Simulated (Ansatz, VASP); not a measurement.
**One calculation of Ga, two programs**

File POSCAR:

```
Ga
1.0
    0.0000000000      2.0581816500      2.0581816500
    2.0581816500      0.0000000000      2.0581816500
    2.0581816500      2.0581816500      0.0000000000
Ga
1
Direct
    0.0000000000      0.0000000000      0.0000000000
```

INCAR.step1

```
PREC = Accurate
ENCUT = 600
ISMEAR = 0
SIGMA = 0.1
LREAL = False
LASPH = True
NELM = 100
GGA = PE
ALGO = Normal
EDIFF = 1E-4
LWAVE = True
LCHARG = False
```

File INCAR.step2:

```
PREC = Accurate
ENCUT = 600
EDIFF = 1E-6
ISMEAR = 0
SIGMA = 0.1
LREAL = False
LASPH = True
NELM = 100
ALGO = Normal
ISIF = 3
LWAVE = False
LCHARG = False
METAGGA = R2SCAN
LMIXTAU = True
IBRION = 2
NSW = 100
EDIFFG = -0.01
ISTART = 1
```

File KPOINTS:

```
Automatic mesh
0
Gamma
  24 24 24
```

Input for Ansatz:

```yaml
crystal:
  lattice:
    - [0.0, 2.05818165, 2.05818165]
    - [2.05818165, 0.0, 2.05818165]
    - [2.05818165, 2.05818165, 0.0]
  atoms:
    - { symbol: Ga, position: [0.0, 0.0, 0.0] }
basis:
  ecutwfc: 500
kpoints:
  mp_grid: { grid: [24, 24, 24] }
hamiltonian:
  xc: r2scan
scf:
  occupations: { method: gaussian, width: 0.1 }
output:
  forces: true
  stress: true
  eigenvalues: true
relax:
  adjacent_minimum: "off"
  f_tol: 0.01
  max_steps: 80
  cell: { stress_tol: 0.05 }
```

Alike in both runs: task relaxation of cell and atoms; functional r2SCAN; k mesh 24 × 24 × 24; occupations gaussian, width 0.1 eV; no spin polarisation.

```csv
,VASP,Ansatz
version,VASP 6.6.1,Ansatz 0.2.0
potentials or method,"VASP PAW PBE potentials, release 64 (Ga_d), cutoff 600 eV","scalar-relativistic, plane waves, PAW"
valence electrons in the cell,13,13
```

```csv
,VASP,Ansatz,Ansatz less VASP
"gap on the k mesh at the Fermi level, each at its own relaxed structure (eV)",none,none,-
relaxed volume (Å³/atom),17.81,17.82,+0.017
relaxed cell length with the largest relative difference (Å),2.931,2.932,+0.0009
```

VASP's potentials were made for PBE, not for r2SCAN. A gap of «none» marks a metal or a gap that the smearing closes.
